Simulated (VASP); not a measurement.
# MgC18 in VASP: further runs, part 3 of 3

VASP 6.6.1. Earlier steps stand in the parts before.

## Step 5: Single point, PBE

INCAR

```
  PREC = Accurate
  ENCUT = 520
  EDIFF = 1E-7
  ISMEAR = 0
  SIGMA = 0.05
  LREAL = Auto
  LASPH = T
  NELM = 60
  ALGO = Normal
  ISIF = 2
  LWAVE = F
  LCHARG = F
  GGA = PE
  NBANDS = 52
```

KPOINTS

```
regular mesh
0
Gamma
  2 2 1
```

POSCAR

```
MgC18
1.0
    7.3980000000      0.0000000000      0.0000000000
   -3.6990000000      6.4068560000      0.0000000000
    0.0000000000      0.0000000000     11.0000000000
C Mg
18 1
Direct
   -0.0011378938      0.0019731987      0.0803849091
    0.2214451609      0.1115767234      0.0803836364
   -0.0011401523      0.3352866055      0.0804460909
    0.2214428829      0.4448938762      0.0804170909
   -0.0011398947      0.6686274828      0.0803685455
    0.2214484708      0.7782386556      0.0804341818
    0.3321951999      0.0019716379      0.0803635455
    0.5547786779      0.1115673585      0.0803727273
    0.3321786106      0.3352920684      0.0803433636
    0.5547689812      0.4448988708      0.0803371818
    0.3321930846      0.6686262341      0.0803852727
    0.5547730471      0.7782330366      0.0803433636
    0.6655326593      0.0019666432      0.0803998182
    0.8881148763      0.1115687632      0.0803776364
    0.6655309960      0.3352869176      0.0803560909
    0.8881148463      0.4448912228      0.0803758182
    0.6655234248      0.6686299801      0.0803497273
    0.8881128799      0.7782352218      0.0803574545
    0.7056656291      0.4704388549      0.4759308182
```

Potentials or basis: VASP PAW PBE potentials, release 64 (C, Mg).

Launch:

```sh
> cat potpaw_PBE.64/C/POTCAR potpaw_PBE.64/Mg/POTCAR > POTCAR
> mpirun -np 1 vasp_std > vasp.out
```

OUTCAR:

```text
PREC = Accurate
   ENCUT = 520
   EDIFF = 1E-7
   ISMEAR = 0
   LREAL = Auto
   LASPH = T
   NELM = 60
   ISIF = 2
   GGA = PE

 ion  position               nearest neighbor table
   1  0.999  0.002  0.080-  14 1.41   2 1.43  18 1.43
   2  0.221  0.112  0.080-   7 1.41   1 1.43   9 1.43
   3  0.999  0.335  0.080-  16 1.41   4 1.43  14 1.43
   4  0.221  0.445  0.080-   9 1.41   3 1.43  11 1.43
   5  0.999  0.669  0.080-  18 1.41   6 1.43  16 1.43
   6  0.221  0.778  0.080-  11 1.41   5 1.43   7 1.43
[... 10 lines left out ...]
  17  0.666  0.669  0.080-  12 1.41  18 1.43  10 1.43
  18  0.888  0.778  0.080-   5 1.41  17 1.43   1 1.43
  19  0.706  0.470  0.476-

  LATTYP: Found a hexagonal cell.
 ALAT       =     7.3980000000
 C/A-ratio  =     1.4868883482

  Lattice vectors:

 A1 = (   7.3980000000,   0.0000000000,   0.0000000000)
 A2 = (  -3.6990000000,   6.4068560000,   0.0000000000)
 A3 = (   0.0000000000,   0.0000000000,  11.0000000000)

Analysis of symmetry for initial positions (statically):
=====================================================================
 Subroutine PRICEL returns:
 Original cell was already a primitive cell.

 Routine SETGRP: Setting up the symmetry group for a
 hexagonal supercell.

 Subroutine GETGRP returns: Found  1 space group operations
 (whereof  1 operations were pure point group operations)
 out of a pool of 24 trial point group operations.

The static configuration has the point symmetry C_1 .

Analysis of symmetry for dynamics (positions and initial velocities):
=====================================================================
 Subroutine PRICEL returns:
 Original cell was already a primitive cell.

 Routine SETGRP: Setting up the symmetry group for a
 hexagonal supercell.

 Subroutine GETGRP returns: Found  1 space group operations
 (whereof  1 operations were pure point group operations)
 out of a pool of 24 trial point group operations.

The dynamic configuration has the point symmetry C_1 .

 Subroutine INISYM returns: Found  1 space group operations
 (whereof  1 operations are pure point group operations),
 and found     1 'primitive' translations

----------------------------------------------------------------------------------------

                                     Primitive cell

  volume of cell :     521.3771

  direct lattice vectors                    reciprocal lattice vectors
     7.398000000  0.000000000  0.000000000     0.135171668  0.078041398  0.000000000
    -3.699000000  6.406856000  0.000000000     0.000000000  0.156082796  0.000000000
     0.000000000  0.000000000 11.000000000     0.000000000  0.000000000  0.090909091

  length of vectors
     7.398000000  7.398000054 11.000000000     0.156082797  0.156082796  0.090909091

  position of ions in fractional coordinates (direct lattice)
     0.998862106  0.001973199  0.080384909
     0.221445161  0.111576723  0.080383636
     0.998859848  0.335286606  0.080446091
     0.221442883  0.444893876  0.080417091
     0.998860105  0.668627483  0.080368546
     0.221448471  0.778238656  0.080434182
[... 11 lines left out ...]
     0.888112880  0.778235222  0.080357455
[... 47 lines left out ...]

 Found      4 irreducible k-points:

 Following reciprocal coordinates:
            Coordinates               Weight
  0.000000  0.000000  0.000000      1.000000
  0.500000 -0.000000  0.000000      1.000000
  0.000000  0.500000  0.000000      1.000000
  0.500000  0.500000  0.000000      1.000000
   k-points           NKPTS =      4   k-points in BZ     NKDIM =      4   number of bands    NBANDS=     52
   number of dos      NEDOS =    301   number of ions     NIONS =     19
   total plane-waves  NPLWV = 263424
   dimension x,y,z NGX =    56 NGY =   56 NGZ =   84
   dimension x,y,z NGXF=   112 NGYF=  112 NGZF=  168
   ions per type =              18   1
   NGX,Y,Z   is equivalent  to a cutoff of  12.58, 12.58, 12.70 a.u.
   NGXF,Y,Z  is equivalent  to a cutoff of  25.17, 25.17, 25.39 a.u.
 SYSTEM =  unknown system
   PREC   = accura    normal or accurate (medium, high low for compatibility)
   ISTART =      0    job   : 0-new  1-cont  2-samecut
   ICHARG =      2    charge: 1-file 2-atom 10-const
   ISPIN  =      1    spin polarized calculation?
   LNONCOLLINEAR =      F non collinear calculations
   LSORBIT =      F    spin-orbit coupling
   LASPH  =      T    aspherical Exc in radial PAW
   ENCUT  =  520.0 eV  38.22 Ry    6.18 a.u.  13.76 13.76 20.45*2*pi/ulx,y,z
   NELM   =     60;   NELMIN=  2; NELMDL= -5     # of ELM steps
   EDIFF  = 0.1E-06   stopping-criterion for ELM
   LREAL  =      T    real-space projection
   EDIFFG = 0.1E-05   stopping-criterion for IOM
   NSW    =      0    number of steps for IOM
   IBRION =     -1    ionic relax: 0-MD 1-quasi-New 2-CG
   NFREE  =      0    steps in history (QN), initial steepest desc. (CG)
   ISIF   =      2    stress and relaxation
   ISYM   =      2    0-nonsym 1-usesym 2-fastsym
   POTIM  = 0.5000    time-step for ionic-motion
   TEBEG  =    0.0;   TEEND  =   0.0 temperature during run
   PSTRESS=    0.0 pullay stress
   NELECT =      74.0000    total number of electrons
   NUPDOWN=      -1.0000    fix difference up-down
   EMIN   =  10.00;   EMAX   =-10.00  energy-range for DOS
   EFERMI =   0.00;   METHOD = LEGACY
   ISMEAR =     0;   SIGMA  =   0.05  broadening in eV -4-tet -1-fermi 0-gaus
   EFERMI_NEDOS =   21; number of points for ismear=-14 and -15
   IALGO  =     38    algorithm
   IMIX   =      4    mixing-type and parameters
     AMIX     =   0.40;   BMIX     =  1.00
     AMIX_MAG =   1.60;   BMIX_MAG =  1.00
  volume/ion in A,a.u.               =      27.44       185.18
  Fermi-wavevector in a.u.,A,eV,Ry     =   0.853955  1.613740  9.921890  0.729238
  Thomas-Fermi vector in A             =   1.970477
   LORBIT       =      0    0 simple, 1 ext, 2 COOP (PROOUT), +10 PAW based schemes
   GGA     = PE    functional components
   LHFCALC =     F    Hartree Fock is set to
   AEXX    =    0.0000 exact exchange contribution
   IVDW    =     0    specifies the selected vdW correction
   LEPSILON=     F    determine dielectric tensor
   LRPA    =     F    only Hartree local field effects (RPA)
 non-spin polarized calculation
 Gauss-broadening in eV      SIGMA  =   0.05
  energy-cutoff  :      520.00
  volume of cell :      521.38
 maximum number of plane-waves:     14099
 NGX is ok and might be reduce to    56
   NGX = 27   NGY = 27   NGZ = 41

 number of electron      74.0000004 magnetization

 Free energy of the ion-electron system (eV)
  ---------------------------------------------------
  ext. energy  EPLUGINS =         0.00000000
  ---------------------------------------------------
  free energy    TOTEN  =      -165.63787992 eV

  energy without entropy =     -165.63573143  energy(sigma->0) =     -165.63680568

 E-fermi :  -1.1840     XC(G=0):  -4.8886

 val. band max:       -1.2637893783   @ k =   0.0000   0.0000   0.0000
 cond. band min:      -1.1043231448   @ k =   0.0000   0.0000   0.0000
 fundamental gap:      0.1594662335
 Fermi energy:        -1.1840132068

 k-point     1 :       0.0000    0.0000    0.0000
  band No.  band energies     occupation
      1     -20.7054      2.00000
      2     -18.1251      2.00000
      3     -18.1247      2.00000
      4     -18.1207      2.00000
      5     -18.1206      2.00000
      6     -18.1187      2.00000
[... 197 lines left out ...]
     48       3.7656      0.00000
     49       3.8177      0.00000
 [bands above 49 left out]

------------------------ aborting loop because EDIFF is reached ----------------------------------------

  FORCE on cell =-STRESS in cart. coord.  units (eV):
  Direction    XX          YY          ZZ          XY          YZ          ZX
  --------------------------------------------------------------------------------------
  -------------------------------------------------------------------------------------
  Total       -1.9788682      5.0359860     -0.2530303      2.9763245     -0.0007913      0.0042682
  in kB       -6.0810066     15.4754440     -0.7775550      9.1461619     -0.0024317      0.0131161
  external PRESSURE =       2.8722941 kB  Pullay stress =       0.0000000 kB

 VOLUME and BASIS-vectors are now :
 -----------------------------------------------------------------------------
  energy-cutoff  :      520.00
  volume of cell :      521.38
      direct lattice vectors                 reciprocal lattice vectors
     7.398000000  0.000000000  0.000000000     0.135171668  0.078041398  0.000000000
    -3.699000000  6.406856000  0.000000000     0.000000000  0.156082796  0.000000000
     0.000000000  0.000000000 11.000000000     0.000000000  0.000000000  0.090909091

 POSITION                                       TOTAL-FORCE (eV/Angst)
 -----------------------------------------------------------------------------------
      7.38228      0.01264      0.88423         0.001390     -0.003499     -0.003829
      1.22553      0.71486      0.88422         0.001417     -0.003627     -0.000364
      6.14934      2.14813      0.88491         0.002419     -0.000429     -0.008083
     -0.00743      2.85037      0.88459         0.000549      0.015403     -0.000336
      4.91631      4.28380      0.88405         0.003713      0.000574      0.005140
     -1.24043      4.98606      0.88478         0.010660     -0.001400     -0.011511
[... 11 lines left out ...]
      3.69157      4.98604      0.88393         0.003877      0.006374      0.006209
      3.48036      3.01403      5.23524         0.000021      0.001060     -0.004340
 -----------------------------------------------------------------------------------
    total drift:                                0.002922     -0.002981     -0.031065

  FREE ENERGIE OF THE ION-ELECTRON SYSTEM (eV)
  ---------------------------------------------------
  free  energy   TOTEN  =      -165.6378799172 eV

  energy  without entropy=     -165.6357314344  energy(sigma->0) =     -165.63680568
```

Wall time 5.6 min (1 thread of Intel Xeon Platinum 8259CL at 2.50GHz (Skylake/Cascade Lake), shared host); peak memory 0.55 GiB.

What came out:

| Property | Result |
| --- | --- |
| Free energy | -165.6379 eV |
| Largest force | 0.016 eV/Å |
| Band gap on the k mesh | 0.16 eV |

Forces in eV/Å, atoms in the order of the input:
```
C    0.001 -0.003 -0.004
C    0.001 -0.004  0.000
C    0.002  0.000 -0.008
C    0.001  0.015  0.000
C    0.004  0.001  0.005
C    0.011 -0.001 -0.012
C   -0.001 -0.012  0.007
C    0.002 -0.002 -0.003
C    0.001  0.002  0.006
C    0.003  0.001 -0.005
C   -0.011  0.002  0.003
C   -0.005 -0.002  0.006
C   -0.006 -0.005 -0.006
C    0.006 -0.001  0.008
C   -0.009 -0.004  0.000
C    0.002  0.009  0.001
C   -0.006 -0.003 -0.001
C    0.004  0.006  0.006
Mg   0.000  0.001 -0.004
```

Caveat: the k points lie up to 0.49 Å⁻¹ apart; there is no dipole correction, which matters where the two faces differ.

## Step 6: Single point, PBE

INCAR

```
SYSTEM = MgC18
ALGO = Normal
EDIFF = 1E-6
ENCUT = 520
GGA = PE
ISIF = 2
ISMEAR = 0
LASPH = .True.
LCHARG = .False.
LREAL = Auto
LWAVE = .False.
NBANDS = 52
NELM = 100
PREC = Accurate
SIGMA = 0.05
```

KPOINTS

```
k-points
0
Gamma
  2 2 1
  0 0 0
```

POSCAR

```
MgC18
1.0
    7.3980000000      0.0000000000      0.0000000000
   -3.6990000000      6.4068560000      0.0000000000
    0.0000000000      0.0000000000     11.0000000000
C Mg
18 1
Direct
   -0.0012422016      0.0019254374      0.0806749091
    0.2213418773      0.1115291182      0.0806940000
   -0.0012444407      0.3352350982      0.0807748182
    0.2213367118      0.4448404959      0.0807189091
   -0.0012451420      0.6685697322      0.0806890909
    0.2213440248      0.7781827779      0.0807612727
    0.3320958822      0.0019216914      0.0806870000
    0.5546763961      0.1115155390      0.0806928182
    0.3320718166      0.3352414975      0.0806458182
    0.5546645730      0.4448465831      0.0806541818
    0.3320853527      0.6685697322      0.0806985455
    0.5546658364      0.7781802806      0.0806456364
    0.6654270931      0.0019182576      0.0807191818
    0.8880101003      0.1115200654      0.0806879091
    0.6654291504      0.3352335373      0.0806786364
    0.8880108533      0.4448370620      0.0806953636
    0.6654170140      0.6685750390      0.0806471818
    0.8880079406      0.7781810610      0.0806669091
    0.7075486918      0.5269359886      0.4702950000
```

Potentials or basis: VASP PAW PBE potentials, release 64 (C, Mg).

Launch:

```sh
> cat potpaw_PBE.64/C/POTCAR potpaw_PBE.64/Mg/POTCAR > POTCAR
> mpirun -np 1 vasp_std > vasp.out
```

Run time: 5.5 min. Hardware: 1 thread of Intel Xeon Platinum 8259CL at 2.50GHz (Skylake/Cascade Lake), shared host; peak memory 0.56 GiB.

It converged, with:

| Quantity | Value |
| --- | --- |
| Free energy | -165.6382 eV |
| Largest force | 0.017 eV/Å |
| Band gap on the k mesh | 0.16 eV |

Forces on the atoms (eV/Å):
```
C    0.001 -0.006 -0.001
C    0.002 -0.006 -0.001
C    0.001  0.000 -0.008
C   -0.001  0.012  0.000
C    0.003  0.003  0.003
C    0.010  0.002 -0.014
C   -0.001 -0.014  0.007
C    0.001  0.000 -0.001
C    0.002  0.000  0.008
C    0.003 -0.001 -0.003
C   -0.010  0.005 -0.002
C   -0.003  0.003  0.002
C   -0.004 -0.007 -0.008
C    0.007  0.000  0.008
C   -0.009 -0.002  0.000
C    0.002  0.008  0.005
C   -0.006 -0.004  0.004
C    0.003  0.008  0.004
Mg   0.001  0.000 -0.003
```

Levels at points of the mesh, in eV from the valence-band top:
| k point | band 35 | band 36 | band 37 | band 38 | band 39 | band 40 |
| --- | --- | --- | --- | --- | --- | --- |
| (0.00, 0.00, 0.00) | -0.47 | 0.00 | 0.00 | 0.16 | 0.16 | 2.91 |
| (0.50, 0.00, 0.00) | -2.53 | -2.30 | -0.37 | 1.78 | 2.51 | 2.51 |
| (0.00, 0.50, 0.00) | -2.54 | -2.34 | -0.37 | 1.86 | 2.52 | 2.53 |
| (0.50, 0.50, 0.00) | -2.57 | -2.20 | -0.37 | 1.62 | 2.54 | 2.58 |

Caveat: the k points lie up to 0.49 Å⁻¹ apart; there is no dipole correction, which matters where the two faces differ.

## Step 7: Single point, PBE

INCAR

```
SYSTEM = MgC18
ALGO = Normal
EDIFF = 1E-7
ENCUT = 520
GGA = PE
ISIF = 2
ISMEAR = 0
LASPH = .TRUE.
LCHARG = .TRUE.
LELF = .TRUE.
LREAL = Auto
LVHAR = .TRUE.
LWAVE = .FALSE.
NBANDS = 52
NELM = 80
PREC = Accurate
SIGMA = 0.05
```

KPOINTS

```
k-points
0
G
  2 2 1
  0 0 0
```

POSCAR

```
MgC18
1.0
    7.3980000000      0.0000000000      0.0000000000
   -3.6990000000      6.4068560000      0.0000000000
    0.0000000000      0.0000000000     11.0000000000
C Mg
18 1
Direct
   -0.0014172793      0.0018291343      0.0812430000
    0.2211648291      0.1114326590      0.0812212727
   -0.0014194220      0.3351462870      0.0812653636
    0.2211653607      0.4447554307      0.0812632727
   -0.0014181485      0.6684932516      0.0811960000
    0.2211693586      0.7781027075      0.0812550909
    0.3319110374      0.0018299147      0.0811881818
    0.5544974014      0.1114273522      0.0812007273
    0.3319016331      0.3351506574      0.0811889091
    0.5544896961      0.4447593328      0.0811682727
    0.3319172584      0.6684909104      0.0812199091
    0.5544966424      0.7780941229      0.0811891818
    0.6652547453      0.0018233592      0.0812285455
    0.8878362294      0.1114256353      0.0812153636
    0.6652491482      0.3351484722      0.0811816364
    0.8878352031      0.4447534017      0.0812043636
    0.6652462203      0.6684932516      0.0812003636
    0.8878342609      0.7780975567      0.0811960909
    0.7106874040      0.4173942726      0.4609018182
```

Launch:

```sh
> cat potpaw_PBE.64/C/POTCAR potpaw_PBE.64/Mg/POTCAR > POTCAR
> mpirun -np 1 vasp_std > vasp.out
```

Run time: 5.8 min. Hardware: 1 thread of Intel Xeon Platinum 8259CL at 2.50GHz (Skylake/Cascade Lake), shared host; peak memory 0.56 GiB.

The run converged. Its results:

```yaml
Free_energy: -165.6379 eV
Largest_force: 0.015 eV/Å
Band_gap_on_the_k_mesh: 0.16 eV
```

Forces in eV/Å, atoms in the order of the input:
```
C   -0.001 -0.004 -0.001
C    0.001 -0.001  0.003
C    0.001  0.000 -0.003
C   -0.001  0.013 -0.007
C    0.007 -0.002 -0.001
C    0.009 -0.003 -0.011
C    0.002 -0.014  0.003
C    0.002 -0.004 -0.004
C    0.002 -0.001  0.004
C   -0.003  0.006 -0.001
C   -0.011  0.003  0.001
C   -0.003  0.004  0.002
C   -0.008 -0.006 -0.001
C    0.008  0.003  0.009
C   -0.010 -0.004  0.001
C    0.006  0.009  0.000
C   -0.003 -0.007 -0.004
C    0.002  0.005  0.009
Mg   0.000  0.001  0.003
```

Levels at points of the mesh, in eV from the valence-band top:
| k point | band 34 | band 35 | band 36 | band 37 | band 38 | band 39 | band 40 | band 41 |
| --- | --- | --- | --- | --- | --- | --- | --- | --- |
| (0.00, 0.00, 0.00) | -2.79 | -0.45 | 0.00 | 0.00 | 0.16 | 0.16 | 2.94 | 3.41 |
| (0.50, 0.00, 0.00) | -2.53 | -2.53 | -2.30 | -0.35 | 1.78 | 2.50 | 2.51 | 2.56 |
| (0.00, 0.50, 0.00) | -2.54 | -2.54 | -2.35 | -0.35 | 1.86 | 2.52 | 2.53 | 2.56 |
| (0.50, 0.50, 0.00) | -2.57 | -2.57 | -2.20 | -0.35 | 1.62 | 2.55 | 2.58 | 2.59 |

Caveat: the k points lie up to 0.49 Å⁻¹ apart; there is no dipole correction, which matters where the two faces differ.

## Step 8: Overview

| cell | gap on the mesh (eV) | largest force (eV/Å) |
| --- | --- | --- |
| as given, atomic positions A | 0.16 | 0.02 |
| as given, atomic positions B | 0.16 | 0.02 |
| as given, atomic positions C | 0.16 | 0.02 |
| as given, atomic positions D | 0.16 | 0.02 |
| as given, atomic positions E | 0.16 | 0.02 |
| as given, atomic positions F | 0.16 | 0.02 |

Alike in all rows: task single point; level PBE; potentials or basis VASP PAW PBE potentials, release 64 (C, Mg); no spin polarisation; k mesh 2 × 2 × 1; cutoff (eV) 520; smearing gaussian 0.05 eV.

Caveats: all runs use coarse meshes; there is no dipole correction, which matters where the two faces differ.

Total energies depend on the potentials used, so only differences within one code and one set of settings carry meaning.
